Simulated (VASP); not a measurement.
# RhN (CsCl type) (Pm-3m) in VASP: a series of runs

The runs below take RhN (CsCl type) through density of states, with LDA.

Everything below comes from runs of VASP 6.6.1. Logs are shortened: lines on timing, memory, paths and dates and some standing lists are left out, and cuts for length are marked.

## 1. The cell of the first run

It takes space group Pm-3m (No. 221, cubic). Conventional cell: a = 2.655 Å, b = 2.655 Å, c = 2.655 Å, α = 90.00°, β = 90.00°, γ = 90.00°. Rh (site symmetry m-3m) has 8 N at 2.30 Å and 6 Rh at 2.65 Å within 3.0 Å. N (site symmetry m-3m) has 8 Rh at 2.30 Å and 6 N at 2.65 Å within 3.0 Å.

## 2. Density of states, LDA

Contents of POSCAR:

```
RhN
1.0
    2.6546098163      0.0000000000      0.0000000000
    0.0000000000      2.6546098163      0.0000000000
    0.0000000000      0.0000000000      2.6546098163
Rh N
1 1
Direct
    0.0000000000      0.0000000000      0.0000000000
    0.5000000000      0.5000000000      0.5000000000
```

Contents of INCAR.step1:

```
SYSTEM = RhN
ALGO = Normal
EDIFF = 1E-6
ENCUT = 520
GGA = CA
ISIF = 2
ISMEAR = -1
LASPH = .True.
LCHARG = .True.
LMAXMIX = 4
LREAL = .False.
LWAVE = .False.
NBANDS = 17
NELM = 80
PREC = Accurate
SIGMA = 0.1
```

Contents of KPOINTS.step1:

```
k-points
0
Gamma
  15 15 15
  0 0 0
```

Contents of INCAR.step2:

```
SYSTEM = RhN
ALGO = Normal
EDIFF = 1E-6
ENCUT = 520
GGA = CA
ICHARG = 11
ISIF = 2
ISMEAR = -5
LASPH = .True.
LCHARG = .False.
LMAXMIX = 4
LORBIT = 11
LREAL = .False.
LWAVE = .False.
NBANDS = 17
NEDOS = 1001
NELM = 80
PREC = Accurate
SIGMA = 0.1
```

Contents of KPOINTS.step2:

```
k-points
0
Gamma
  23 23 23
  0 0 0
```

Potentials or basis: VASP PAW LDA potentials, release 64 (Rh_pv, N).

The run is started by

```bash
cat potpaw_LDA.64/Rh_pv/POTCAR potpaw_LDA.64/N/POTCAR > POTCAR
cp INCAR.step1 INCAR
cp KPOINTS.step1 KPOINTS
mpirun -np 1 vasp_std > vasp.out
cp INCAR.step2 INCAR
cp KPOINTS.step2 KPOINTS
mpirun -np 1 vasp_std > vasp.out
```

OUTCAR:

```text
SYSTEM = RhN
   EDIFF = 1E-6
   ENCUT = 520
   GGA = CA
   ICHARG = 11
   ISIF = 2
   ISMEAR = -5
   LASPH = .True.
   LORBIT = 11
   LREAL = .False.
   NELM = 80
   PREC = Accurate

 ion  position               nearest neighbor table
   1  0.000  0.000  0.000-   2 2.30   2 2.30   2 2.30   2 2.30   2 2.30   2 2.30   2 2.30   2 2.30

   2  0.500  0.500  0.500-   1 2.30   1 2.30   1 2.30   1 2.30   1 2.30   1 2.30   1 2.30   1 2.30

  LATTYP: Found a simple cubic cell.
 ALAT       =     2.6546098163

  Lattice vectors:

 A1 = (   2.6546098163,   0.0000000000,   0.0000000000)
 A2 = (   0.0000000000,   2.6546098163,   0.0000000000)
 A3 = (   0.0000000000,   0.0000000000,   2.6546098163)

Analysis of symmetry for initial positions (statically):
=====================================================================
 Subroutine PRICEL returns:
 Original cell was already a primitive cell.

 Routine SETGRP: Setting up the symmetry group for a
 simple cubic supercell.

 Subroutine GETGRP returns: Found 48 space group operations
 (whereof 48 operations were pure point group operations)
 out of a pool of 48 trial point group operations.

The static configuration has the point symmetry O_h .

Analysis of symmetry for dynamics (positions and initial velocities):
=====================================================================
 Subroutine PRICEL returns:
 Original cell was already a primitive cell.

 Routine SETGRP: Setting up the symmetry group for a
 simple cubic supercell.

 Subroutine GETGRP returns: Found 48 space group operations
 (whereof 48 operations were pure point group operations)
 out of a pool of 48 trial point group operations.

The dynamic configuration has the point symmetry O_h .

 Subroutine INISYM returns: Found 48 space group operations
 (whereof 48 operations are pure point group operations),
 and found     1 'primitive' translations

----------------------------------------------------------------------------------------

                                     Primitive cell

  volume of cell :      18.7069

  direct lattice vectors                    reciprocal lattice vectors
     2.654609816  0.000000000  0.000000000     0.376703195  0.000000000  0.000000000
     0.000000000  2.654609816  0.000000000     0.000000000  0.376703195  0.000000000
     0.000000000  0.000000000  2.654609816     0.000000000  0.000000000  0.376703195

  length of vectors
     2.654609816  2.654609816  2.654609816     0.376703195  0.376703195  0.376703195

  position of ions in fractional coordinates (direct lattice)
     0.000000000  0.000000000  0.000000000
     0.500000000  0.500000000  0.500000000

  ion indices of the primitive-cell ions
   primitive index   ion index
                 1           1
                 2           2

----------------------------------------------------------------------------------------

 KPOINTS: k-points

Automatic generation of k-mesh.
 Grid dimensions read from file:
 generate k-points for:   23   23   23

 Generating k-lattice:

  Cartesian coordinates                     Fractional coordinates (reciprocal lattice)
     0.016378400  0.000000000  0.000000000     0.043478261  0.000000000  0.000000000
     0.000000000  0.016378400  0.000000000     0.000000000  0.043478261  0.000000000
     0.000000000  0.000000000  0.016378400     0.000000000  0.000000000  0.043478261

  Length of vectors
     0.016378400  0.016378400  0.016378400

  Shift w.r.t. Gamma in fractional coordinates (k-lattice)
     0.000000000  0.000000000  0.000000000

 TETIRR: Found   6051 inequivalent tetrahedra from    73002

 Subroutine IBZKPT returns following result:
 ===========================================

 Found    364 irreducible k-points:

 Following reciprocal coordinates:
            Coordinates               Weight
  0.000000  0.000000  0.000000      1.000000
  0.043478  0.000000  0.000000      6.000000
  0.086957  0.000000  0.000000      6.000000
  0.130435  0.000000  0.000000      6.000000
  0.173913  0.000000  0.000000      6.000000
  0.217391  0.000000  0.000000      6.000000
[... 16 lines left out ...]
  0.478261  0.043478  0.000000     24.000000
  0.086957  0.086957  0.000000     12.000000
 [... further k-points ...]
   k-points           NKPTS =    364   k-points in BZ     NKDIM =    364   number of bands    NBANDS=     17
   number of dos      NEDOS =   1001   number of ions     NIONS =      2
   total plane-waves  NPLWV =   8000
   dimension x,y,z NGX =    20 NGY =   20 NGZ =   20
   dimension x,y,z NGXF=    40 NGYF=   40 NGZF=   40
   ions per type =               1   1
   NGX,Y,Z   is equivalent  to a cutoff of  12.53, 12.53, 12.53 a.u.
   NGXF,Y,Z  is equivalent  to a cutoff of  25.05, 25.05, 25.05 a.u.
 SYSTEM =  RhN
   PREC   = accura    normal or accurate (medium, high low for compatibility)
   ISTART =      0    job   : 0-new  1-cont  2-samecut
   ICHARG =     11    charge: 1-file 2-atom 10-const
   ISPIN  =      1    spin polarized calculation?
   LNONCOLLINEAR =      F non collinear calculations
   LSORBIT =      F    spin-orbit coupling
   LASPH  =      T    aspherical Exc in radial PAW
   ENCUT  =  520.0 eV  38.22 Ry    6.18 a.u.   4.94  4.94  4.94*2*pi/ulx,y,z
   NELM   =     80;   NELMIN=  2; NELMDL=  0     # of ELM steps
   EDIFF  = 0.1E-05   stopping-criterion for ELM
   LREAL  =      F    real-space projection
   EDIFFG = 0.1E-04   stopping-criterion for IOM
   NSW    =      0    number of steps for IOM
   IBRION =     -1    ionic relax: 0-MD 1-quasi-New 2-CG
   NFREE  =      0    steps in history (QN), initial steepest desc. (CG)
   ISIF   =      2    stress and relaxation
   ISYM   =      2    0-nonsym 1-usesym 2-fastsym
   POTIM  = 0.5000    time-step for ionic-motion
   TEBEG  =    0.0;   TEEND  =   0.0 temperature during run
   PSTRESS=    0.0 pullay stress
   NELECT =      20.0000    total number of electrons
   NUPDOWN=      -1.0000    fix difference up-down
   EMIN   =  10.00;   EMAX   =-10.00  energy-range for DOS
   EFERMI =   0.00;   METHOD = LEGACY
   ISMEAR =    -5;   SIGMA  =   0.10  broadening in eV -4-tet -1-fermi 0-gaus
   EFERMI_NEDOS =   21; number of points for ismear=-14 and -15
   IALGO  =     38    algorithm
   IMIX   =      4    mixing-type and parameters
     AMIX     =   0.40;   BMIX     =  1.00
     AMIX_MAG =   1.60;   BMIX_MAG =  1.00
  volume/ion in A,a.u.               =       9.35        63.12
  Fermi-wavevector in a.u.,A,eV,Ry     =   1.673982  3.163367 38.126463  2.802216
  Thomas-Fermi vector in A             =   2.758858
   LORBIT       =     11    0 simple, 1 ext, 2 COOP (PROOUT), +10 PAW based schemes
   GGA     = CA    functional components
   LHFCALC =     F    Hartree Fock is set to
   AEXX    =    0.0000 exact exchange contribution
   IVDW    =     0    specifies the selected vdW correction
   LEPSILON=     F    determine dielectric tensor
   LRPA    =     F    only Hartree local field effects (RPA)
 non-spin polarized calculation
 Fermi weights with tetrahedron method with Bloechl corrections
  energy-cutoff  :      520.00
  volume of cell :       18.71
 maximum number of plane-waves:       517
 NGX is ok and might be reduce to    20

 number of electron      19.9999989 magnetization

 Free energy of the ion-electron system (eV)
  ---------------------------------------------------
  ext. energy  EPLUGINS =         0.00000000
  ---------------------------------------------------
  free energy    TOTEN  =       -15.46417627 eV

  energy without entropy =      -15.46417627  energy(sigma->0) =      -15.46417627

 E-fermi :  12.0108     XC(G=0): -14.5925

 val. band max:       12.0875219182   @ k =   0.4348   0.4348   0.4348
 cond. band min:      11.9764297319   @ k =   0.3913   0.2609   0.0870
 fundamental gap:     -0.1110921863
 Fermi energy:        12.0107696648

 k-point     1 :       0.0000    0.0000    0.0000
  band No.  band energies     occupation
      1     -34.9129      2.00000
      2     -34.9129      2.00000
      3     -34.9129      2.00000
      4      -5.4507      2.00000
      5       6.1034      2.00000
      6       6.1034      2.00000
[... 9 lines left out ...]
     16      32.0865      0.00000
     17      33.9774      0.00000

 k-point     2 :       0.0435    0.0000    0.0000
  band No.  band energies     occupation
      1     -34.9220      2.00000
      2     -34.9121      2.00000
      3     -34.9121      2.00000
      4      -5.4190      2.00000
      5       6.1045      2.00000
      6       6.1149      2.00000
[... 9 lines left out ...]
     16      32.0865      0.00000
     17      33.9342      0.00000

 k-point     3 :       0.0870    0.0000    0.0000
  band No.  band energies     occupation
      1     -34.9488      2.00000
      2     -34.9097      2.00000
      3     -34.9097      2.00000
      4      -5.3250      2.00000
      5       6.0888      2.00000
      6       6.1489      2.00000
[... 9 lines left out ...]
     16      32.0863      0.00000
     17      33.6177      0.00000

 k-point     4 :       0.1304    0.0000    0.0000
  band No.  band energies     occupation
      1     -34.9911      2.00000
      2     -34.9060      2.00000
      3     -34.9060      2.00000
      4      -5.1718      2.00000
      5       6.0022      2.00000
      6       6.2035      2.00000
[... 9 lines left out ...]
     16      32.0863      0.00000
     17      33.1398      0.00000

 k-point     5 :       0.1739    0.0000    0.0000
  band No.  band energies     occupation
      1     -35.0455      2.00000
      2     -34.9011      2.00000
      3     -34.9011      2.00000
      4      -4.9647      2.00000
      5       5.7798      2.00000
      6       6.2752      2.00000
[... 9 lines left out ...]
     16      32.0871      0.00000
     17      32.5186      0.00000

 k-point     6 :       0.2174    0.0000    0.0000
  band No.  band energies     occupation
      1     -35.1079      2.00000
      2     -34.8955      2.00000
      3     -34.8955      2.00000
      4      -4.7114      2.00000
      5       5.3990      2.00000
      6       6.3597      2.00000
[... 9 lines left out ...]
     16      31.8294      0.00000
     17      31.9751      0.00000

 k-point     7 :       0.2609    0.0000    0.0000
  band No.  band energies     occupation
      1     -35.1735      2.00000
      2     -34.8896      2.00000
      3     -34.8896      2.00000
      4      -4.4220      2.00000
      5       4.8998      2.00000
      6       6.4512      2.00000
[... 9 lines left out ...]
     16      31.1384      0.00000
     17      31.1414      0.00000

 k-point     8 :       0.3043    0.0000    0.0000
  band No.  band energies     occupation
      1     -35.2373      2.00000
      2     -34.8838      2.00000
      3     -34.8838      2.00000
      4      -4.1113      2.00000
      5       4.3483      2.00000
      6       6.5432      2.00000
[... 9 lines left out ...]
     16      30.4949      0.00000
     17      30.4966      0.00000
[... 203 lines left out ...]
      1     -35.2362      2.00000
      2     -34.8927      2.00000
      3     -34.8830      2.00000
      4      -4.0939      2.00000
      5       4.3734      2.00000
      6       6.5487      2.00000
[... 9 lines left out ...]
     16      30.3743      0.00000
     17      30.5670      0.00000

 k-point    20 :       0.3478    0.0435    0.0000
  band No.  band energies     occupation
      1     -35.2937      2.00000
      2     -34.8873      2.00000
      3     -34.8778      2.00000
      4      -3.7858      2.00000
      5       3.8371      2.00000
      6       6.6367      2.00000
[... 9 lines left out ...]
     16      29.8736      0.00000
     17      30.0237      0.00000

 k-point    21 :       0.3913    0.0435    0.0000
  band No.  band energies     occupation
      1     -35.3407      2.00000
      2     -34.8829      2.00000
      3     -34.8734      2.00000
      4      -3.5036      2.00000
      5       3.3664      2.00000
      6       6.7134      2.00000
[... 9 lines left out ...]
     16      29.4703      0.00000
     17      29.5913      0.00000

 k-point    22 :       0.4348    0.0435    0.0000
  band No.  band energies     occupation
      1     -35.3740      2.00000
      2     -34.8798      2.00000
      3     -34.8703      2.00000
      4      -3.2819      2.00000
      5       3.0119      2.00000
      6       6.7738      2.00000
[... 9 lines left out ...]
     16      29.1877      0.00000
     17      29.2906      0.00000

 k-point    23 :       0.4783    0.0435    0.0000
  band No.  band energies     occupation
      1     -35.3912      2.00000
      2     -34.8782      2.00000
      3     -34.8687      2.00000
      4      -3.1581      2.00000
      5       2.8197      2.00000
      6       6.8107      2.00000
[... 9 lines left out ...]
     16      29.0422      0.00000
     17      29.1364      0.00000

 k-point    24 :       0.0870    0.0870    0.0000
  band No.  band energies     occupation
      1     -34.9474      2.00000
      2     -34.9437      2.00000
      3     -34.9065      2.00000
      4      -5.2038      2.00000
      5       6.1403      2.00000
      6       6.1482      2.00000
[... 9 lines left out ...]
     16      32.0850      0.00000
     17      32.6728      0.00000

 [... further k-points ...]
[... 5 lines left out ...]
  --------------------------------------------------------------------------------------
  -------------------------------------------------------------------------------------
  Total       -0.0933026     -0.0933026     -0.0933026     -0.0000000     -0.0000000      0.0000000
  in kB       -7.9910228     -7.9910228     -7.9910228     -0.0000000     -0.0000000      0.0000000
  external PRESSURE =      -7.9910228 kB  Pullay stress =       0.0000000 kB

 VOLUME and BASIS-vectors are now :
 -----------------------------------------------------------------------------
  energy-cutoff  :      520.00
  volume of cell :       18.71
      direct lattice vectors                 reciprocal lattice vectors
     2.654609816  0.000000000  0.000000000     0.376703195  0.000000000  0.000000000
     0.000000000  2.654609816  0.000000000     0.000000000  0.376703195  0.000000000
     0.000000000  0.000000000  2.654609816     0.000000000  0.000000000  0.376703195

 POSITION                                       TOTAL-FORCE (eV/Angst)
 -----------------------------------------------------------------------------------
      0.00000      0.00000      0.00000         0.000000      0.000000      0.000000
      1.32730      1.32730      1.32730         0.000000      0.000000      0.000000
 -----------------------------------------------------------------------------------
    total drift:                                0.000000      0.000000      0.000000

  FREE ENERGIE OF THE ION-ELECTRON SYSTEM (eV)
  ---------------------------------------------------
  free  energy   TOTEN  =       -15.4641762742 eV

  energy  without entropy=      -15.4641762742  energy(sigma->0) =      -15.46417627

 total charge

# of ion       s       p       d       tot
------------------------------------------
    1        0.325   6.303   7.123  13.752
    2        1.324   2.159   0.000   3.483
--------------------------------------------------
tot          1.649   8.463   7.123  17.235
```

Wall time 49 s (1 thread of Intel Xeon Platinum 8375C at 2.90GHz (Ice Lake), shared host); peak memory 0.22 GiB.

Results:

* Valence electrons inside the program's atomic spheres: Rh 13.75; N 3.48

Levels at points of the mesh, in eV from the Fermi level:
```
           k point  band 6  band 7  band 8  band 9  band 10  band 11  band 12  band 13  band 14  band 15
(0.00, 0.00, 0.00)   -5.91   -1.89   -1.89   -1.89    -1.01    -1.01    -1.01     4.23    17.28    17.28
```

Caveat: tetrahedron occupations give inexact forces and stress in metals.

## 3. Density of states, LDA

POSCAR is that of step 2.

Contents of INCAR.step1:

```
SYSTEM = RhN
  PREC = Accurate
  ENCUT = 520
  EDIFF = 1E-7
  ISMEAR = -1
  SIGMA = 0.1
  LREAL = .False.
  LASPH = .True.
  NELM = 60
  ALGO = Normal
  ISIF = 2
  LWAVE = .False.
  LCHARG = .True.
  LMAXMIX = 4
  NBANDS = 17
```

Contents of KPOINTS.step1:

```
Automatic mesh
0
Gamma
  15 15 15
  0 0 0
```

Contents of INCAR.step2:

```
SYSTEM = RhN
  PREC = Accurate
  ENCUT = 520
  EDIFF = 1E-7
  ISMEAR = -5
  SIGMA = 0.1
  LREAL = .False.
  LASPH = .True.
  NELM = 60
  ALGO = Normal
  ISIF = 2
  LWAVE = .False.
  LCHARG = .False.
  LMAXMIX = 4
  LORBIT = 10
  NEDOS = 2001
  ICHARG = 11
```

Contents of KPOINTS.step2:

```
Automatic mesh
0
Gamma
  23 23 23
  0 0 0
```

Potentials or basis: VASP PAW LDA potentials, release 64 (Rh_pv, N).

The run is started by

```bash
cat potpaw_LDA.64/Rh_pv/POTCAR potpaw_LDA.64/N/POTCAR > POTCAR
cp INCAR.step1 INCAR
cp KPOINTS.step1 KPOINTS
mpirun -np 1 vasp_std > vasp.out
cp INCAR.step2 INCAR
cp KPOINTS.step2 KPOINTS
mpirun -np 1 vasp_std > vasp.out
```

Run time: 46 s. Hardware: 1 thread of Intel Xeon Platinum 8375C at 2.90GHz (Ice Lake), shared host; peak memory 0.21 GiB.

The run converged. Its results:

| Item | Value |
| --- | --- |
| Valence electrons inside the program's atomic spheres | Rh 13.75; N 3.48 |

Levels at points of the mesh, in eV from the Fermi level:
```csv
k point,band 8,band 9,band 10,band 11,band 12,band 13
"(0.00, 0.00, 0.00)",-1.89,-1.89,-1.01,-1.01,-1.01,4.23
```

Caveat: tetrahedron occupations give inexact forces and stress in metals.

(Continued in part 2 of 2.)
